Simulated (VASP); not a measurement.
# C in VASP: a series of runs, part 2 of 2

VASP 6.6.1.

## (5) Single point, PBE+D3(BJ)

INCAR

```
SYSTEM = C
PREC = Accurate
ENCUT = 520
EDIFF = 1E-6
ISMEAR = 0
SIGMA = 0.1
LREAL = .False.
LASPH = .True.
NELM = 80
ALGO = Normal
ISIF = 2
LWAVE = .False.
LCHARG = .True.
LDIPOL = .True.
IDIPOL = 3
DIPOL = 0.5 0.5 0.500
GGA = PE
IVDW = 12
LELF = .True.
LVHAR = .True.
LVACPOTAV = .True.
NBANDS = 11
```

KPOINTS

```
regular mesh
0
Gamma
  9 9 1
  0 0 0
```

POSCAR

```
C
1.0
    2.4657067203      0.0000000000      0.0000000000
   -1.2328533601      2.1353646581      0.0000000000
    0.0000000000      0.0000000000     26.0000000000
C
2
Direct
    0.0000000000      0.0000000000      0.5000000000
    0.6666666667      0.3333333333      0.5000000000
```

Potentials or basis: VASP PAW PBE potentials, release 64 (C).

Launch:

```
$ cat potpaw_PBE.64/C/POTCAR > POTCAR
$ mpirun -np 1 vasp_std > vasp.out
```

OUTCAR:

```text
SYSTEM = C
   PREC = Accurate
   ENCUT = 520
   EDIFF = 1E-6
   ISMEAR = 0
   LREAL = .False.
   LASPH = .True.
   NELM = 80
   ISIF = 2
   GGA = PE
   IVDW = 12
 IVDW          = 12

 ion  position               nearest neighbor table
   1  0.000  0.000  0.500-   2 1.42   2 1.42   2 1.42
   2  0.667  0.333  0.500-   1 1.42   1 1.42   1 1.42

  LATTYP: Found a hexagonal cell.
 ALAT       =     2.4657067203
 C/A-ratio  =    10.5446441728

  Lattice vectors:

 A1 = (   2.4657067203,   0.0000000000,   0.0000000000)
 A2 = (  -1.2328533601,   2.1353646581,   0.0000000000)
 A3 = (   0.0000000000,   0.0000000000,  26.0000000000)

Analysis of symmetry for initial positions (statically):
=====================================================================
 Subroutine PRICEL returns:
 Original cell was already a primitive cell.

 Routine SETGRP: Setting up the symmetry group for a
 hexagonal supercell.

 Subroutine GETGRP returns: Found 24 space group operations
 (whereof 12 operations were pure point group operations)
 out of a pool of 24 trial point group operations.

The static configuration has the point symmetry D_3h.
 The point group associated with its full space group is D_6h.

Analysis of symmetry for dynamics (positions and initial velocities):
=====================================================================
 Subroutine PRICEL returns:
 Original cell was already a primitive cell.

 Routine SETGRP: Setting up the symmetry group for a
 hexagonal supercell.

 Subroutine GETGRP returns: Found 24 space group operations
 (whereof 12 operations were pure point group operations)
 out of a pool of 24 trial point group operations.

The dynamic configuration has the point symmetry D_3h.
 The point group associated with its full space group is D_6h.

 Subroutine INISYM returns: Found 24 space group operations
 (whereof 12 operations are pure point group operations),
 and found     1 'primitive' translations

----------------------------------------------------------------------------------------

                                     Primitive cell

  volume of cell :     136.8948

  direct lattice vectors                    reciprocal lattice vectors
     2.465706720  0.000000000  0.000000000     0.405563237  0.234152044  0.000000000
    -1.232853360  2.135364658  0.000000000     0.000000000  0.468304089  0.000000000
     0.000000000  0.000000000 26.000000000     0.000000000  0.000000000  0.038461538

  length of vectors
     2.465706720  2.465706720 26.000000000     0.468304089  0.468304089  0.038461538

  position of ions in fractional coordinates (direct lattice)
     0.000000000  0.000000000  0.500000000
     0.666666667  0.333333333  0.500000000

  ion indices of the primitive-cell ions
   primitive index   ion index
                 1           1
                 2           2

----------------------------------------------------------------------------------------

 KPOINTS: regular mesh

Automatic generation of k-mesh.
 Grid dimensions read from file:
 generate k-points for:    9    9    1

 Generating k-lattice:

[... 27 lines left out ...]
  0.222222  0.222222  0.000000      6.000000
  0.333333  0.222222  0.000000     12.000000
  0.333333  0.333333  0.000000      2.000000
   k-points           NKPTS =     12   k-points in BZ     NKDIM =     12   number of bands    NBANDS=     11
   number of dos      NEDOS =    301   number of ions     NIONS =      2
   total plane-waves  NPLWV =  63504
   dimension x,y,z NGX =    18 NGY =   18 NGZ =  196
   dimension x,y,z NGXF=    36 NGYF=   36 NGZF=  392
   ions per type =               2
   NGX,Y,Z   is equivalent  to a cutoff of  12.14, 12.14, 12.53 a.u.
   NGXF,Y,Z  is equivalent  to a cutoff of  24.27, 24.27, 25.06 a.u.
 SYSTEM =  C
   PREC   = accura    normal or accurate (medium, high low for compatibility)
   ISTART =      0    job   : 0-new  1-cont  2-samecut
   ICHARG =      2    charge: 1-file 2-atom 10-const
   ISPIN  =      1    spin polarized calculation?
   LNONCOLLINEAR =      F non collinear calculations
   LSORBIT =      F    spin-orbit coupling
   LASPH  =      T    aspherical Exc in radial PAW
   ENCUT  =  520.0 eV  38.22 Ry    6.18 a.u.   4.58  4.58 48.34*2*pi/ulx,y,z
   NELM   =     80;   NELMIN=  2; NELMDL= -5     # of ELM steps
   EDIFF  = 0.1E-05   stopping-criterion for ELM
   LREAL  =      F    real-space projection
   EDIFFG = 0.1E-04   stopping-criterion for IOM
   NSW    =      0    number of steps for IOM
   IBRION =     -1    ionic relax: 0-MD 1-quasi-New 2-CG
   NFREE  =      0    steps in history (QN), initial steepest desc. (CG)
   ISIF   =      2    stress and relaxation
   ISYM   =      2    0-nonsym 1-usesym 2-fastsym
   POTIM  = 0.5000    time-step for ionic-motion
   TEBEG  =    0.0;   TEEND  =   0.0 temperature during run
   PSTRESS=    0.0 pullay stress
   NELECT =       8.0000    total number of electrons
   NUPDOWN=      -1.0000    fix difference up-down
   EMIN   =  10.00;   EMAX   =-10.00  energy-range for DOS
   EFERMI =   0.00;   METHOD = LEGACY
   ISMEAR =     0;   SIGMA  =   0.10  broadening in eV -4-tet -1-fermi 0-gaus
   EFERMI_NEDOS =   21; number of points for ismear=-14 and -15
   IALGO  =     38    algorithm
   IMIX   =      4    mixing-type and parameters
     AMIX     =   0.40;   BMIX     =  1.00
     AMIX_MAG =   1.60;   BMIX_MAG =  1.00
  volume/ion in A,a.u.               =      68.45       461.91
  Fermi-wavevector in a.u.,A,eV,Ry     =   0.635296  1.200535  5.491319  0.403601
  Thomas-Fermi vector in A             =   1.699581
   LORBIT       =      0    0 simple, 1 ext, 2 COOP (PROOUT), +10 PAW based schemes
   GGA     = PE    functional components
   LHFCALC =     F    Hartree Fock is set to
   AEXX    =    0.0000 exact exchange contribution
   IVDW    =    12    specifies the selected vdW correction
   LEPSILON=     F    determine dielectric tensor
   LRPA    =     F    only Hartree local field effects (RPA)
 non-spin polarized calculation
 Gauss-broadening in eV      SIGMA  =   0.10
  energy-cutoff  :      520.00
  volume of cell :      136.89
 maximum number of plane-waves:      3740
   NGX =  9   NGY =  9   NGZ = 97

 number of electron       7.9999997 magnetization

 dipolmoment           0.000000      0.000000     -0.000000 electrons x Angstroem

 Free energy of the ion-electron system (eV)
  ---------------------------------------------------
  ext. energy  EPLUGINS =         0.00000000
  ---------------------------------------------------
  free energy    TOTEN  =       -18.43743194 eV

  energy without entropy =      -18.43464582  energy(sigma->0) =      -18.43603888

 E-fermi :  -3.0879     XC(G=0):  -1.6753

 val. band max:       -3.0879168526   @ k =   0.3333   0.3333   0.0000
 cond. band min:      -3.0879168499   @ k =   0.3333   0.3333   0.0000
 fundamental gap:      0.0000000027
 Fermi energy:        -3.0879168513

 k-point     1 :       0.0000    0.0000    0.0000
  band No.  band energies     occupation
      1     -22.6132      2.00000
      2     -10.7075      2.00000
      3      -6.1338      2.00000
      4      -6.1338      2.00000
      5       0.1734      0.00000
      6       0.9450      0.00000
      7       1.2120      0.00000
      8       1.6771      0.00000
      9       1.9644      0.00000
     10       2.8643      0.00000
     11       3.2666      0.00000
[... 141 lines left out ...]
 k-point    12 :       0.3333    0.3333    0.0000
  band No.  band energies     occupation
      1     -15.6894      2.00000
      2     -15.6894      2.00000
      3     -13.6498      2.00000
      4      -3.0879      1.00000
      5      -3.0879      1.00000
      6       7.5221      0.00000
      7       9.7908      0.00000
      8       9.7908      0.00000
      9      10.3986      0.00000
     10      11.7689      0.00000
     11      11.7689      0.00000

------------------------ aborting loop because EDIFF is reached ----------------------------------------

 Edisp (eV)   -0.17716

 E8    (eV) :    -0.0555

  FORCE on cell =-STRESS in cart. coord.  units (eV):
  Direction    XX          YY          ZZ          XY          YZ          ZX
  --------------------------------------------------------------------------------------
  -------------------------------------------------------------------------------------
  Total       0.09688     0.09688    -0.01080     0.00000    -0.00000    -0.00000
  in kB       1.13387     1.13387    -0.12645     0.00000    -0.00000    -0.00000
  external pressure =        0.71 kB  Pullay stress =        0.00 kB

 VOLUME and BASIS-vectors are now :
 -----------------------------------------------------------------------------
  energy-cutoff  :      520.00
  volume of cell :      136.89
      direct lattice vectors                 reciprocal lattice vectors
     2.465706720  0.000000000  0.000000000     0.405563237  0.234152044  0.000000000
    -1.232853360  2.135364658  0.000000000     0.000000000  0.468304089  0.000000000
     0.000000000  0.000000000 26.000000000     0.000000000  0.000000000  0.038461538

 POSITION                                       TOTAL-FORCE (eV/Angst)
 -----------------------------------------------------------------------------------
      0.00000      0.00000     13.00000        -0.000000      0.000000      0.000000
      1.23285      0.71179     13.00000         0.000000     -0.000000      0.000000
 -----------------------------------------------------------------------------------
    total drift:                               -0.000000      0.000000      0.000000

  FREE ENERGIE OF THE ION-ELECTRON SYSTEM (eV)
  ---------------------------------------------------
  free  energy   TOTEN  =       -18.6145918865 eV

  energy  without entropy=      -18.6118057651  energy(sigma->0) =      -18.61319883

 vacuum level on the upper side and lower side of the slab         1.155         1.155
```

OSZICAR:

```text
N       E                     dE             d eps       ncg     rms          rms(c)
DAV:   1     0.503900247257E+02    0.50390E+02   -0.31788E+03   288   0.504E+02
DAV:   2    -0.152893741863E+02   -0.65679E+02   -0.54538E+02   396   0.104E+02
DAV:   3    -0.196680192380E+02   -0.43786E+01   -0.43723E+01   386   0.374E+01
[... 12 lines left out ...]
DAV:  16    -0.184374087151E+02   -0.11536E-04   -0.36026E-07   344   0.275E-03    0.255E-03
DAV:  17    -0.184374276127E+02   -0.18898E-04   -0.31468E-07   310   0.208E-03    0.857E-04
DAV:  18    -0.184374301622E+02   -0.25495E-05   -0.11944E-08   304   0.490E-04    0.240E-04
DAV:  19    -0.184374316926E+02   -0.15304E-05   -0.18878E-08   288   0.423E-04    0.659E-05
DAV:  20    -0.184374319393E+02   -0.24668E-06   -0.95673E-10   316   0.106E-04
   1 F= -.18614592E+02 E0= -.18613199E+02  d E =-.278612E-02
```

stdout:

```text
POSCAR found type information on POSCAR C
 POSCAR found :  1 types and       2 ions
 scaLAPACK will be used
 LDA part: xc-table for (Slater+PW92), standard interpolation
 POSCAR, INCAR and KPOINTS ok, starting setup
 FFT: planning ... GRIDC
 FFT: planning ... GRID_SOFT
 FFT: planning ... GRID
 WAVECAR not read
 entering main loop
 -----------------------------------------------------------------------------
|                                                                             |
|           W    W    AA    RRRRR   N    N  II  N    N   GGGG   !!!           |
|           W    W   A  A   R    R  NN   N  II  NN   N  G    G  !!!           |
|           W    W  A    A  R    R  N N  N  II  N N  N  G       !!!           |
|           W WW W  AAAAAA  RRRRR   N  N N  II  N  N N  G  GGG   !            |
|           WW  WW  A    A  R   R   N   NN  II  N   NN  G    G                |
|           W    W  A    A  R    R  N    N  II  N    N   GGGG   !!!           |
|                                                                             |
|     Did not find any points to average over, which means that no vacuum     |
|     field-free region was found. Please increase the size of  your cell     |
|     in the dimension of the dipole correction to obtain accurate            |
|     workfunction values.                                                    |
|                                                                             |
 -----------------------------------------------------------------------------
```

Run time: 18 s. Hardware: 1 thread of Intel Xeon 6975P-C (Granite Rapids), shared host; peak memory 0.22 GiB.

What came out:

* Free energy: -18.6146 eV
* Band gap on the k mesh: zero (filled and empty bands touch)
* Dispersion energy per atom: -0.089 eV

## (6) Summary

| level | cell | k mesh | gap on the mesh (eV) |
| --- | --- | --- | --- |
| r2SCAN | a = 2.466, b = 2.466, c = 26.000 Å, angles 90.0, 90.0, 120.0°, 2 atoms | 21 × 21 × 1 | none |
| PBE+D3(BJ) | a = 2.465, b = 2.465, c = 26.000 Å, angles 90.0, 90.0, 120.0°, 2 atoms | 9 × 9 × 1 | none |
| PBE+D3(BJ) | a = 2.466, b = 2.466, c = 26.000 Å, angles 90.0, 90.0, 120.0°, 2 atoms | 9 × 9 × 1 | none |

Alike in all rows: task single point; potentials or basis VASP PAW PBE potentials, release 64 (C); no spin polarisation; cutoff (eV) 520; smearing gaussian 0.1 eV.

Every run on the cell as given and a fine mesh finds a metal.

Caveats: the PAW data sets were made with another functional, which shifts forces and pressure a little (some runs).

Absolute energies hang on the potentials; compare differences alone.
